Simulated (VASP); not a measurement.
# TaH4 (I4mm) in VASP: relaxation of cell and atoms with PBE

Aim: the relaxation of cell and atoms of TaH4 with PBE.

Everything below comes from runs of VASP 6.6.1. Logs are shortened: lines on timing, memory, paths and dates and some standing lists are left out, and cuts for length are marked.

## (1) The cell of the first run

It takes space group I4mm (No. 107, tetragonal). The conventional cell has a = 4.107 Å, b = 4.107 Å, c = 5.782 Å, α = 90.00°, β = 90.00°, γ = 90.00°. Ta (site symmetry 4mm) has 8 H at 2.06 to 2.20 Å within 2.7 Å. Within 1.2 Å of H (site symmetry 2mm) lie 1 H at 0.90 Å. H (site symmetry 2mm) has 1 H at 0.90 Å within 1.2 Å.

The cell was built from a structure type or drawn by symmetry, and may not be a known phase.

## (2) Relaxation of cell and atoms, PBE

Contents of INCAR:

```
ALGO = Normal
EDIFF = 1E-7
EDIFFG = -0.08
ENCUT = 500
GGA = PE
GGA_COMPAT = F
IBRION = 2
ISIF = 3
ISMEAR = 0
LASPH = T
LCHARG = F
LREAL = F
LWAVE = F
NELM = 120
NELMIN = 4
NSW = 36
PREC = Accurate
SIGMA = 0.15
```

Contents of KPOINTS:

```
k-points
0
Gamma
  4 4 4
```

Contents of POSCAR:

```
TaH4
1.0
   -2.0533034500      2.0533034500      2.8912448800
    2.0533034500     -2.0533034500      2.8912448800
    2.0533034500      2.0533034500     -2.8912448800
Ta H
1 4
Direct
    0.2950503300      0.2950503300      0.0000000000
    0.3148713800      0.8148713800      0.5000000000
    0.8148713800      0.3148713800      0.5000000000
    0.6596303100      0.1596303100      0.5000000000
    0.1596303100      0.6596303100      0.5000000000
```

Potentials or basis: VASP PAW PBE potentials, release 64 (Ta_pv, H).

Command:

```console
> cat potpaw_PBE.64/Ta_pv/POTCAR potpaw_PBE.64/H/POTCAR > POTCAR
> mpirun -np 1 vasp_std > vasp.out
```

OUTCAR:

```text
EDIFF = 1E-7
   EDIFFG = -0.08
   ENCUT = 500
   GGA = PE
   IBRION = 2
   ISIF = 3
   ISMEAR = 0
   LASPH = T
   LREAL = F
   NELM = 120
   NELMIN = 4
   NSW = 36
   PREC = Accurate

 ion  position               nearest neighbor table
   1  0.295  0.295  0.000-   3 2.06   2 2.06   2 2.06   3 2.06   4 2.20   5 2.20   5 2.20   4 2.20

   2  0.315  0.815  0.500-   1 2.06   1 2.06
   3  0.815  0.315  0.500-   1 2.06   1 2.06
   4  0.660  0.160  0.500-   1 2.20   1 2.20
   5  0.160  0.660  0.500-   1 2.20   1 2.20

  LATTYP: Found a body centered tetragonal cell.
 ALAT       =     4.1066069000
 C/A-ratio  =     1.4080942980

  Lattice vectors:

 A1 = (  -2.0533034500,   2.0533034500,   2.8912448800)
 A2 = (   2.0533034500,  -2.0533034500,   2.8912448800)
 A3 = (   2.0533034500,   2.0533034500,  -2.8912448800)

Analysis of symmetry for initial positions (statically):
=====================================================================
 Subroutine PRICEL returns:
 Original cell was already a primitive cell.

 Routine SETGRP: Setting up the symmetry group for a
 body centered tetragonal supercell.

 Subroutine GETGRP returns: Found  8 space group operations
 (whereof  8 operations were pure point group operations)
 out of a pool of 16 trial point group operations.

The static configuration has the point symmetry C_4v.

Analysis of symmetry for dynamics (positions and initial velocities):
=====================================================================
 Subroutine PRICEL returns:
 Original cell was already a primitive cell.

 Routine SETGRP: Setting up the symmetry group for a
 body centered tetragonal supercell.

 Subroutine GETGRP returns: Found  8 space group operations
 (whereof  8 operations were pure point group operations)
 out of a pool of 16 trial point group operations.

The dynamic configuration has the point symmetry C_4v.

 Subroutine INISYM returns: Found  8 space group operations
 (whereof  8 operations are pure point group operations),
 and found     1 'primitive' translations

----------------------------------------------------------------------------------------

                                     Primitive cell

  volume of cell :      48.7586

  direct lattice vectors                    reciprocal lattice vectors
[... 79 lines left out ...]
   ENCUT  =  500.0 eV  36.75 Ry    6.06 a.u.   7.47  7.47  7.47*2*pi/ulx,y,z
   NELM   =    120;   NELMIN=  4; NELMDL= -5     # of ELM steps
   EDIFF  = 0.1E-06   stopping-criterion for ELM
   LREAL  =      F    real-space projection
   EDIFFG = -.8E-01   stopping-criterion for IOM
   NSW    =     36    number of steps for IOM
   IBRION =      2    ionic relax: 0-MD 1-quasi-New 2-CG
   NFREE  =      1    steps in history (QN), initial steepest desc. (CG)
   ISIF   =      3    stress and relaxation
   ISYM   =      2    0-nonsym 1-usesym 2-fastsym
   POTIM  = 0.5000    time-step for ionic-motion
   TEBEG  =    0.0;   TEEND  =   0.0 temperature during run
   PSTRESS=    0.0 pullay stress
   NELECT =      15.0000    total number of electrons
   NUPDOWN=      -1.0000    fix difference up-down
   EMIN   =  10.00;   EMAX   =-10.00  energy-range for DOS
   EFERMI =   0.00;   METHOD = LEGACY
   ISMEAR =     0;   SIGMA  =   0.15  broadening in eV -4-tet -1-fermi 0-gaus
   EFERMI_NEDOS =   21; number of points for ismear=-14 and -15
   IALGO  =     38    algorithm
   IMIX   =      4    mixing-type and parameters
     AMIX     =   0.40;   BMIX     =  1.00
     AMIX_MAG =   1.60;   BMIX_MAG =  1.00
  volume/ion in A,a.u.               =       9.75        65.81
  Fermi-wavevector in a.u.,A,eV,Ry     =   1.105151  2.088432 16.617588  1.221358
  Thomas-Fermi vector in A             =   2.241634
   LORBIT       =      0    0 simple, 1 ext, 2 COOP (PROOUT), +10 PAW based schemes
   GGA     = PE    functional components
   LHFCALC =     F    Hartree Fock is set to
   AEXX    =    0.0000 exact exchange contribution
   IVDW    =     0    specifies the selected vdW correction
   LEPSILON=     F    determine dielectric tensor
   LRPA    =     F    only Hartree local field effects (RPA)
 conjugate gradient relaxation of ions
 non-spin polarized calculation
 Gauss-broadening in eV      SIGMA  =   0.15
  energy-cutoff  :      500.00
  volume of cell :       48.76
 maximum number of plane-waves:      1243
 NGX is ok and might be reduce to    30
   NGX = 15   NGY = 15   NGZ = 15

--------------------------------------- Ionic step        1  -------------------------------------------

 number of electron      15.0000000 magnetization

 Free energy of the ion-electron system (eV)
  ---------------------------------------------------
  ext. energy  EPLUGINS =         0.00000000
  ---------------------------------------------------
  free energy    TOTEN  =       -20.60531907 eV

  energy without entropy =      -20.57755499  energy(sigma->0) =      -20.59143703

------------------------ aborting loop because EDIFF is reached ----------------------------------------

  FORCE on cell =-STRESS in cart. coord.  units (eV):
  Direction    XX          YY          ZZ          XY          YZ          ZX
  --------------------------------------------------------------------------------------
  -------------------------------------------------------------------------------------
  Total       -5.6266999     -5.6266999     -1.9636949      0.0000000      0.0000000      0.0000000
  in kB     -184.8899031   -184.8899031    -64.5258072      0.0000000      0.0000000      0.0000000
  external PRESSURE =    -144.7685378 kB  Pullay stress =       0.0000000 kB
[... 468 lines left out ...]
 k-point    13 :       0.5000    0.5000    0.5000
  band No.  band energies     occupation
      1     -33.2252      2.00000
      2     -32.7450      2.00000
      3     -32.7450      2.00000
      4      -6.5416      2.00000
      5      -4.2996      2.00000
      6      -3.2997      2.00000
      7       1.5521      1.47666
      8       3.6489      0.00000
      9       3.6489      0.00000
     10       4.5522      0.00000
     11       5.6694      0.00000

[... ionic steps 4 to 28 ...]

--------------------------------------- Ionic step       29  -------------------------------------------

 number of electron      15.0000001 magnetization

------------------------ aborting loop because EDIFF is reached ----------------------------------------
[... 73 lines left out ...]
--------------------------------------- Ionic step       31  -------------------------------------------

 number of electron      14.9999999 magnetization

 Free energy of the ion-electron system (eV)
  ---------------------------------------------------
  ext. energy  EPLUGINS =         0.00000000
  ---------------------------------------------------
  free energy    TOTEN  =       -24.20761497 eV

  energy without entropy =      -24.18797784  energy(sigma->0) =      -24.19779641

 E-fermi :   1.3910     XC(G=0):  -9.9368

 val. band max:        1.3572400931   @ k =  -0.2500   0.2500   0.0000
 cond. band min:       1.5044084843   @ k =   0.5000   0.0000   0.0000
 fundamental gap:      0.1471683912
 Fermi energy:         1.3909620455
[... 212 lines left out ...]
  FREE ENERGIE OF THE ION-ELECTRON SYSTEM (eV)
  ---------------------------------------------------
  free  energy   TOTEN  =       -24.2076149733 eV

  energy  without entropy=      -24.1879778380  energy(sigma->0) =      -24.19779641

 reached required accuracy - stopping structural energy minimisation
```

OSZICAR:

```text
N       E                     dE             d eps       ncg     rms          rms(c)
DAV:   1     0.625471756445E+02    0.62547E+02   -0.78262E+03   286   0.115E+03
DAV:   2    -0.191898911428E+02   -0.81737E+02   -0.79085E+02   316   0.255E+02
DAV:   3    -0.224430755798E+02   -0.32532E+01   -0.30737E+01   414   0.469E+01
[... 323 lines left out ...]
DAV:   4    -0.242076486439E+02    0.53622E-05   -0.15332E-03   313   0.341E-01    0.443E-02
DAV:   5    -0.242076070892E+02    0.41555E-04   -0.24493E-04   316   0.131E-01    0.187E-02
DAV:   6    -0.242076161392E+02   -0.90500E-05   -0.28476E-05   366   0.445E-02    0.107E-02
DAV:   7    -0.242076149365E+02    0.12027E-05   -0.61378E-06   307   0.233E-02    0.275E-03
DAV:   8    -0.242076149733E+02   -0.36858E-07   -0.29738E-07   288   0.522E-03
  31 F= -.24207615E+02 E0= -.24197796E+02  d E =-.105792E-01
```

CONTCAR:

```text
TaH4
   1.00000000000000
    -1.5274152526900120    1.5274152526900120    4.4444597405962627
     1.5274152526900120   -1.5274152526900120    4.4444597405962627
     1.5274152526900120    1.5274152526900120   -4.4444597405962627
  Ta              H
     1     4
Direct
     0.2490276731817613    0.2490276731817613    0.0000000000000000
     0.3791038045304672    0.8791038045304672    0.5000000000000000
     0.8791038045304672    0.3791038045304672    0.5000000000000000
     0.6184092138786502    0.1184092138786501    0.5000000000000000
     0.1184092138786501    0.6184092138786502    0.5000000000000000

  0.00000000E+00  0.00000000E+00  0.00000000E+00
  0.00000000E+00  0.00000000E+00  0.00000000E+00
  0.00000000E+00  0.00000000E+00  0.00000000E+00
  0.00000000E+00  0.00000000E+00  0.00000000E+00
  0.00000000E+00  0.00000000E+00  0.00000000E+00
```

Run time: 7 min. Hardware: 1 thread of Intel Xeon 8259CL, shared host; peak memory 0.18 GiB.

Results:

```
Free energy                           : -24.2076 eV
Relaxed volume                        : 8.30 Å³/atom
Relaxed cell                          : a = 4.942 Å, b = 4.942 Å, c = 4.942 Å, α = 143.99°, β = 143.99°, γ = 51.84°
Space group after relaxing (to 0.1 Å) : I4/mmm (No. 139)
Energy gained by relaxing             : 720.5 meV/atom
Ionic steps                           : 31
Pressure after relaxing               : 0.1 GPa
Largest force after relaxing          : 0.073 eV/Å
Band gap on the k mesh                : zero (an odd number of electrons rules out a gap without spin polarisation)
```

Forces on the atoms (eV/Å):
```
Ta   0.000  0.000 -0.039
H    0.000  0.000 -0.053
H    0.000  0.000 -0.053
H    0.000  0.000  0.073
H    0.000  0.000  0.073
```

Stress tensor (GPa, compression positive):
```
-0.27  0.00  0.00
 0.00 -0.27  0.00
 0.00  0.00  0.78
```

Step by step:
| step | energy change (eV) | largest force (eV/Å) | pressure (GPa) | volume (Å³) |
| --- | --- | --- | --- | --- |
| 1 | 0.0000 | 0.9568 | -14.48 | 48.76 |
| 2 | -0.7134 | 0.8274 | -11.56 | 42.78 |
| 3 | -1.2088 | 0.9707 | 0.16 | 36.33 |
| 4 | -1.2224 | 1.1102 | 8.83 | 33.97 |
| 5 | -1.2332 | 1.0711 | 5.54 | 34.76 |
| 6 | -1.4761 | 0.6050 | 3.00 | 34.61 |
| 7 | -1.6106 | 0.3100 | 1.24 | 34.41 |
| 8 | -1.7276 | 0.3628 | 1.83 | 34.76 |
| 9 | -2.1682 | 0.5371 | 4.06 | 35.45 |
| 10 | -2.1944 | 3.5870 | 3.32 | 35.32 |
| 11 | -2.4749 | 1.1516 | 3.55 | 35.62 |
| 12 | -2.4164 | 2.1632 | 2.94 | 35.54 |
| 13 | -2.4733 | 1.3965 | 3.24 | 35.60 |
| 14 | -2.5180 | 1.7532 | 2.39 | 35.83 |
| 15 | -2.5683 | 2.6317 | -0.44 | 36.41 |
| 16 | -2.6777 | 2.4599 | -0.88 | 36.51 |
| 17 | -2.9614 | 1.5090 | -2.02 | 36.78 |
| 18 | -3.1661 | 0.9372 | -2.11 | 37.17 |
| 19 | -3.1742 | 0.8232 | -2.33 | 37.10 |
| 20 | -3.2336 | 0.7371 | 0.17 | 36.84 |
| 21 | -3.3402 | 0.3885 | 8.59 | 36.06 |
| 22 | -3.3464 | 0.2080 | 11.98 | 35.77 |
| 23 | -3.3865 | 0.1479 | 11.49 | 36.15 |
| 24 | -3.4773 | 0.0491 | 10.13 | 37.33 |
| 25 | -3.5171 | 0.4824 | 7.99 | 39.75 |
| 26 | -3.5252 | 0.3644 | 8.51 | 39.09 |
| 27 | -3.5795 | 0.1275 | 3.39 | 40.33 |
| 28 | -3.5917 | 0.0622 | -0.37 | 41.38 |
| 29 | -3.5917 | 0.0529 | -0.16 | 41.31 |
| 30 | -3.5954 | 0.0530 | -0.10 | 41.36 |
| 31 | -3.6023 | 0.0728 | 0.08 | 41.48 |

Final structure:
```cif
data_structure
_symmetry_space_group_name_H-M 'P 1'
_symmetry_Int_Tables_number 1
_cell_length_a 4.9416
_cell_length_b 4.9416
_cell_length_c 4.9416
_cell_angle_alpha 143.991
_cell_angle_beta 143.991
_cell_angle_gamma 51.841
_cell_volume 41.48
loop_
_atom_site_label
_atom_site_type_symbol
_atom_site_fract_x
_atom_site_fract_y
_atom_site_fract_z
_atom_site_occupancy
Ta1 Ta 0.24903 0.24903 0.00000 1
H1 H 0.37910 0.87910 0.50000 1
H2 H 0.87910 0.37910 0.50000 1
H3 H 0.61841 0.11841 0.50000 1
H4 H 0.11841 0.61841 0.50000 1
```

Levels at points of the mesh, in eV from the Fermi level:
```csv
k point,band 4,band 5,band 6,band 7,band 8,band 9,band 10,band 11
"(0.00, 0.00, 0.00)",-9.13,-4.44,-3.12,-1.59,1.59,1.87,1.87,4.06
"(0.50, 0.00, 0.00)",-6.30,-5.05,-3.81,-1.25,0.11,1.72,2.42,5.91
"(0.50, 0.50, 0.00)",-4.92,-4.05,-2.68,-2.36,-1.33,1.10,5.33,6.10
"(0.50, 0.50, 0.50)",-8.07,-5.80,-4.66,-0.18,2.07,2.07,2.93,4.06
```

Caveat: the k points lie up to 0.54 Å⁻¹ apart in the final cell, too coarse for converged energies and pressures of a metal; a cell axis changed by over 15 % at a fixed basis, so the end point is rough; spin-orbit coupling is left out, which moves the levels of the heavy elements; the relaxation stopped at a loose force limit of 0.08 eV/Å, so its end isn't a converged minimum.
